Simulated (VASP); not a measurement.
# Ge2Sb2Te5 (P-3m1) in VASP: a series of runs, part 2 of 2

VASP 6.6.1.

## (4) Single point, PBE

This run uses another cell than the first one, of 33.51 Å³/atom.

INCAR reads:

```
ALGO = Normal ; EDIFF = 1E-6
ENCUT = 520 ; GGA = PE
ISIF = 2 ; ISMEAR = 0
LASPH = T ; LCHARG = T
LELF = T ; LREAL = F
LVHAR = T ; LWAVE = F
NBANDS = 44 ; NELM = 100
PREC = Accurate ; SIGMA = 0.03
```

KPOINTS reads:

```
k-points
0
Gamma
  9 9 2
```

POSCAR reads:

```
Ge2Sb2Te5
1.0
    4.4630000000      0.0000000000      0.0000000000
   -2.2315000000      3.8650713771      0.0000000000
    0.0000000000      0.0000000000     17.4837000000
Ge Sb Te
2 2 5
Direct
    0.0000000000      0.0000000000      0.3314713560
    0.0000000000      0.0000000000      0.6685286440
    0.3333333333      0.6666666667      0.1121550832
    0.6666666667      0.3333333333      0.8878449168
    0.0000000000      0.0000000000      0.0000000000
    0.3333333333      0.6666666667      0.7913602895
    0.6666666667      0.3333333333      0.2086397105
    0.3333333333      0.6666666667      0.4097504733
    0.6666666667      0.3333333333      0.5902495267
```

Potentials or basis: VASP PAW PBE potentials, release 64 (Ge_d, Sb, Te).

The run is started by

```sh
cat potpaw_PBE.64/Ge_d/POTCAR potpaw_PBE.64/Sb/POTCAR potpaw_PBE.64/Te/POTCAR > POTCAR
mpirun -np 1 vasp_std > vasp.out
```

OUTCAR:

```text
EDIFF = 1E-6
   ENCUT = 520
   GGA = PE
   ISIF = 2
   ISMEAR = 0
   LASPH = T
   LREAL = F
   NELM = 100
   PREC = Accurate

 ion  position               nearest neighbor table
   1  0.000  0.000  0.331-   8 2.92   8 2.92   8 2.92
   2  0.000  0.000  0.669-   9 2.92   9 2.92   9 2.92
   3  0.333  0.667  0.112-   7 3.08   7 3.08   7 3.08   5 3.24   5 3.24   5 3.24
   4  0.667  0.333  0.888-   6 3.08   6 3.08   6 3.08   5 3.24   5 3.24   5 3.24
   5  0.000  0.000  0.000-   3 3.24   4 3.24   4 3.24   3 3.24   4 3.24   3 3.24
   6  0.333  0.667  0.791-   4 3.08   4 3.08   4 3.08
   7  0.667  0.333  0.209-   3 3.08   3 3.08   3 3.08
   8  0.333  0.667  0.410-   1 2.92   1 2.92   1 2.92
   9  0.667  0.333  0.590-   2 2.92   2 2.92   2 2.92

  LATTYP: Found a hexagonal cell.
 ALAT       =     4.4630000000
 C/A-ratio  =     3.9174770334

  Lattice vectors:

 A1 = (   4.4630000000,   0.0000000000,   0.0000000000)
 A2 = (  -2.2315000000,   3.8650713771,   0.0000000000)
 A3 = (   0.0000000000,   0.0000000000,  17.4837000000)

[... 193 lines left out ...]
 Fermi energy:         5.0588328112

 k-point     1 :       0.0000    0.0000    0.0000
  band No.  band energies     occupation
      1     -19.6455      2.00000
      2     -19.6455      2.00000
      3     -19.6455      2.00000
      4     -19.6455      2.00000
      5     -19.6393      2.00000
      6     -19.6393      2.00000
[... 1117 lines left out ...]
     43       8.9333      0.00000
     44       9.1255      0.00000

------------------------ aborting loop because EDIFF is reached ----------------------------------------

  FORCE on cell =-STRESS in cart. coord.  units (eV):
  Direction    XX          YY          ZZ          XY          YZ          ZX
  --------------------------------------------------------------------------------------
  -------------------------------------------------------------------------------------
  Total       -6.1219325     -6.1219325     -1.5878568      0.0000000      0.0000000      0.0000000
  in kB      -32.5223089    -32.5223089     -8.4353706      0.0000000      0.0000000      0.0000000
  external PRESSURE =     -24.4933294 kB  Pullay stress =       0.0000000 kB

 VOLUME and BASIS-vectors are now :
 -----------------------------------------------------------------------------
  energy-cutoff  :      520.00
  volume of cell :      301.59
      direct lattice vectors                 reciprocal lattice vectors
     4.463000000  0.000000000  0.000000000     0.224064531  0.129363717  0.000000000
    -2.231500000  3.865071377  0.000000000     0.000000000  0.258727434  0.000000000
     0.000000000  0.000000000 17.483700000     0.000000000  0.000000000  0.057196131

 POSITION                                       TOTAL-FORCE (eV/Angst)
 -----------------------------------------------------------------------------------
      0.00000      0.00000      5.79535        -0.000000      0.000000      0.141827
      0.00000      0.00000     11.68835         0.000000      0.000000     -0.141827
     -0.00000      2.57671      1.96089        -0.000000     -0.000000      0.080215
      2.23150      1.28836     15.52281        -0.000000      0.000000     -0.080215
      0.00000      0.00000      0.00000        -0.000000      0.000000      0.000000
     -0.00000      2.57671     13.83591         0.000000      0.000000      0.169989
      2.23150      1.28836      3.64779        -0.000000     -0.000000     -0.169989
     -0.00000      2.57671      7.16395         0.000000      0.000000     -0.075086
      2.23150      1.28836     10.31975        -0.000000     -0.000000      0.075086
 -----------------------------------------------------------------------------------
    total drift:                               -0.000000      0.000000      0.000000

  FREE ENERGIE OF THE ION-ELECTRON SYSTEM (eV)
  ---------------------------------------------------
  free  energy   TOTEN  =       -33.5944107977 eV

  energy  without entropy=      -33.5944107757  energy(sigma->0) =      -33.59441079
```

OSZICAR:

```text
N       E                     dE             d eps       ncg     rms          rms(c)
DAV:   1     0.590407618065E+03    0.59041E+03   -0.27243E+04  2588   0.196E+03
DAV:   2     0.617595407884E+02   -0.52865E+03   -0.50803E+03  2280   0.543E+02
DAV:   3    -0.277821651620E+02   -0.89542E+02   -0.87084E+02  2516   0.150E+02
DAV:   4    -0.337279392089E+02   -0.59458E+01   -0.58651E+01  2524   0.450E+01
DAV:   5    -0.339512934963E+02   -0.22335E+00   -0.22272E+00  2964   0.872E+00    0.895E+00
DAV:   6    -0.337493608612E+02    0.20193E+00   -0.33117E+00  3056   0.621E+00    0.780E+00
DAV:   7    -0.336061585102E+02    0.14320E+00   -0.18798E+00  2696   0.405E+00    0.412E+00
DAV:   8    -0.335955858262E+02    0.10573E-01   -0.40322E-01  2888   0.202E+00    0.768E-01
DAV:   9    -0.335950463348E+02    0.53949E-03   -0.46322E-02  2564   0.821E-01    0.603E-01
DAV:  10    -0.335943912710E+02    0.65506E-03   -0.62105E-03  2656   0.258E-01    0.423E-01
DAV:  11    -0.335944281613E+02   -0.36890E-04   -0.73125E-04  2820   0.963E-02    0.217E-01
DAV:  12    -0.335944044409E+02    0.23720E-04   -0.58349E-04  2636   0.838E-02    0.766E-02
DAV:  13    -0.335944099578E+02   -0.55168E-05   -0.92841E-05  2580   0.396E-02    0.467E-02
DAV:  14    -0.335944107977E+02   -0.83997E-06   -0.79283E-06  2552   0.117E-02
   1 F= -.33594411E+02 E0= -.33594411E+02  d E =-.220308E-07
```

Run time: 12 min. Hardware: 1 thread of Intel Xeon 8259CL, shared host; peak memory 0.63 GiB.

What came out:

- Free energy: -33.5944 eV
- Pressure: -2.4 GPa
- Largest force: 0.170 eV/Å
- Band gap on the k mesh: 0.19 eV (least direct gap 0.22 eV)

Forces on the atoms (eV/Å):
```
Ge   0.000  0.000  0.142
Ge   0.000  0.000 -0.142
Sb   0.000  0.000  0.080
Sb   0.000  0.000 -0.080
Te   0.000  0.000  0.000
Te   0.000  0.000  0.170
Te   0.000  0.000 -0.170
Te   0.000  0.000 -0.075
Te   0.000  0.000  0.075
```

Caveat: spin-orbit coupling is left out, which moves the levels of the heavy elements; an odd mesh through Γ misses points on the zone boundary, where band edges can lie; this functional lacks dispersion, which binds the layers, so the pressure and a relaxed spacing across them are unreliable.

## (5) Single point, PBE

This run uses another cell than the first one, of 33.69 Å³/atom.

INCAR reads:

```
SYSTEM = Ge2Sb2Te5
PREC     = Accurate       ! precision mode
ENCUT    = 520            ! plane-wave cutoff, eV
EDIFF    = 1E-7           ! SCF threshold, eV
ISMEAR   = 0              ! smearing method
SIGMA    = 0.03           ! smearing width, eV
LREAL    = .FALSE.        ! projectors in reciprocal space
LASPH    = .TRUE.         ! aspherical terms in the spheres
NELM     = 100            ! most SCF steps
ALGO     = Normal         ! electronic algorithm
ISIF     = 2              ! what is computed and relaxed
LWAVE    = .FALSE.        ! write WAVECAR
LCHARG   = .FALSE.        ! write CHGCAR
GGA      = PE             ! functional
NBANDS   = 44             ! bands
```

KPOINTS reads:

```
regular mesh
0
G
  9 9 2
  0 0 0
```

POSCAR: that of step 4 with these lines changed.

```diff
@@ -2,5 +2,5 @@
 1.0
-    4.4630000000      0.0000000000      0.0000000000
-   -2.2315000000      3.8650713771      0.0000000000
-    0.0000000000      0.0000000000     17.4837000000
+    4.3635000000      0.0000000000      0.0000000000
+   -2.1817500000      3.7789018494      0.0000000000
+    0.0000000000      0.0000000000     18.3880000000
 Ge Sb Te
```

The run is started by

```sh
cat potpaw_PBE.64/Ge_d/POTCAR potpaw_PBE.64/Sb/POTCAR potpaw_PBE.64/Te/POTCAR > POTCAR
mpirun -np 1 vasp_std > vasp.out
```

Wall time 8.4 min (1 thread of Intel Xeon 8259CL, shared host); peak memory 0.57 GiB.

Results (log left out):

```
Free energy            : -33.7002 eV
Pressure               : -2.5 GPa
Largest force          : 0.324 eV/Å
Band gap on the k mesh : 0.18 eV (least direct gap 0.22 eV)
```

Forces on the atoms (eV/Å):
```
Ge   0.000  0.000  0.225
Ge   0.000  0.000 -0.225
Sb   0.000  0.000  0.117
Sb   0.000  0.000 -0.117
Te   0.000  0.000  0.000
Te   0.000  0.000  0.324
Te   0.000  0.000 -0.324
Te   0.000  0.000 -0.287
Te   0.000  0.000  0.287
```

Stress tensor (GPa, compression positive):
```
-2.66  0.00  0.00
 0.00 -2.66  0.00
 0.00  0.00 -2.29
```

Levels at points of the mesh, in eV from the valence-band top:
| k point | band 30 | band 31 | band 32 | band 33 | band 34 | band 35 | band 36 | band 37 | band 38 | band 39 |
| --- | --- | --- | --- | --- | --- | --- | --- | --- | --- | --- |
| (0.00, 0.00, 0.00) | -1.23 | -1.19 | -1.19 | -1.11 | -0.09 | 0.24 | 0.25 | 0.25 | 1.09 | 1.10 |
| (0.00, 0.00, 0.50) | -1.27 | -1.22 | -1.22 | -1.00 | -0.10 | 0.24 | 0.26 | 0.26 | 1.07 | 1.07 |

Caveat: spin-orbit coupling is left out, which moves the levels of the heavy elements; an odd mesh through Γ misses points on the zone boundary, where band edges can lie; this functional lacks dispersion, which binds the layers, so the pressure and a relaxed spacing across them are unreliable.

## (6) Single point, PBE

This run uses another cell than the first one, of 26.00 Å³/atom.

INCAR: that of step 5 with these lines changed.

```diff
@@ -3,3 +3,3 @@
 ENCUT    = 520            ! plane-wave cutoff, eV
-EDIFF    = 1E-7           ! SCF threshold, eV
+EDIFF    = 1E-6           ! SCF threshold, eV
 ISMEAR   = 0              ! smearing method
```

KPOINTS is that of step 5.

POSCAR: that of step 5 with these lines changed.

```diff
@@ -2,5 +2,5 @@
 1.0
-    4.3635000000      0.0000000000      0.0000000000
-   -2.1817500000      3.7789018494      0.0000000000
-    0.0000000000      0.0000000000     18.3880000000
+    3.9655000000      0.0000000000      0.0000000000
+   -1.9827500000      3.4342237387      0.0000000000
+    0.0000000000      0.0000000000     17.1822000000
 Ge Sb Te
```

Potentials or basis: VASP PAW PBE potentials, release 64 (Ge_d, Sb, Te).

The run is started by

```sh
cat potpaw_PBE.64/Ge_d/POTCAR potpaw_PBE.64/Sb/POTCAR potpaw_PBE.64/Te/POTCAR > POTCAR
mpirun -np 1 vasp_std > vasp.out
```

Run time: 2.6 min. Hardware: 1 thread of AMD EPYC 9R45 (Zen 5), shared host; peak memory 0.43 GiB.

Results (log left out):

| Item | Value |
| --- | --- |
| Free energy | -31.9778 eV |
| Pressure | 14.0 GPa |
| Largest force | 1.613 eV/Å |
| Band gap on the k mesh | zero (bands 34 and 35 overlap by 0.15 eV) |

Forces on the atoms (eV/Å):
```
Ge   0.000  0.000 -1.040
Ge   0.000  0.000  1.040
Sb   0.000  0.000 -0.625
Sb   0.000  0.000  0.625
Te   0.000  0.000  0.000
Te   0.000  0.000 -1.613
Te   0.000  0.000  1.613
Te   0.000  0.000  1.331
Te   0.000  0.000 -1.331
```

Stress tensor (GPa, compression positive):
```
14.46  0.00  0.00
 0.00 14.46  0.00
 0.00  0.00 13.20
```

Levels at points of the mesh, in eV from the Fermi level:
| k point | band 32 | band 33 | band 34 | band 35 | band 36 | band 37 |
| --- | --- | --- | --- | --- | --- | --- |
| (0.00, 0.00, 0.00) | -0.91 | -0.79 | 0.03 | 0.03 | 0.16 | 0.25 |
| (0.00, 0.00, 0.50) | -1.56 | -0.58 | 0.06 | 0.06 | 0.14 | 0.25 |

Caveat: the cell stands under pressure; spin-orbit coupling is left out, which moves the levels of the heavy elements; this functional lacks dispersion, which binds the layers, so the pressure and a relaxed spacing across them are unreliable; forces of over 1 eV/Å act on the atoms, so gaps and moduli don't describe the material at rest.

## (7) The runs side by side

| cell | gap on the mesh (eV) | pressure (GPa) | largest force (eV/Å) |
| --- | --- | --- | --- |
| a = 4.463, b = 4.463, c = 18.689 Å, angles 90.0, 90.0, 120.0°, 9 atoms | 0.16 | -4.4 | 0.60 |
| a = 4.562, b = 4.563, c = 18.087 Å, angles 90.0, 90.0, 120.0°, 9 atoms | 0.17 | -4.7 | 0.53 |
| a = 4.463, b = 4.463, c = 17.484 Å, angles 90.0, 90.0, 120.0°, 9 atoms | 0.19 | -2.4 | 0.17 |
| a = 4.364, b = 4.363, c = 18.388 Å, angles 90.0, 90.0, 120.0°, 9 atoms | 0.18 | -2.5 | 0.32 |
| a = 3.966, b = 3.965, c = 17.182 Å, angles 90.0, 90.0, 120.0°, 9 atoms | none | 14.0 | 1.61 |

Alike in all rows: task single point; level PBE; potentials or basis VASP PAW PBE potentials, release 64 (Ge_d, Sb, Te); no spin polarisation; k mesh 9 × 9 × 2; cutoff (eV) 520; smearing gaussian 0.03 eV.

Caveats: spin-orbit coupling is left out, which moves the levels of the heavy elements; this functional lacks dispersion, which binds the layers, so the pressure and a relaxed spacing across them are unreliable; an odd mesh through Γ misses points on the zone boundary, where band edges can lie (at least some runs); the cell stands under tension (at least some runs); the cell stands under pressure (at least some runs); forces of over 1 eV/Å act on the atoms, so gaps and moduli don't describe the material at rest (at least some runs).

Absolute energies hang on the potentials; compare differences alone.
